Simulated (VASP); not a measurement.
Runs of VASP 6.6.1 on CsH. The structure is that of space group Pm-3m (No. 221), or close to it. The cells are those of the table. 

```csv
cell,gap on the mesh (eV),pressure (GPa)
"a = 3.869 Å, 2 atoms",2.93,-2.2
"a = 3.893 Å, 2 atoms",2.87,-2.3
"a = 3.767 Å, 2 atoms",3.17,-1.5
"a = 3.740 Å, 2 atoms",3.20,(b)
"a = 3.793 Å, 2 atoms",3.10,-1.7
"a = 3.844 Å, 2 atoms",(a),-2.1
"a = 3.818 Å, 2 atoms",3.04,-1.9
```

Alike in all rows: task single point; level LDA; potentials or basis VASP PAW LDA potentials, release 64 (Cs_sv, H); no spin polarisation; k mesh 5 × 5 × 5; cutoff (eV) 520; smearing gaussian 0.01 eV.

**Question.** Estimate the missing entries.

**Answer.** (a) 2.98; (b) -1.2.

Caveats: spin-orbit coupling is left out, which moves the levels of the heavy elements.

A k mesh can miss the band edges, and the runs leave out spin-orbit coupling on Cs.
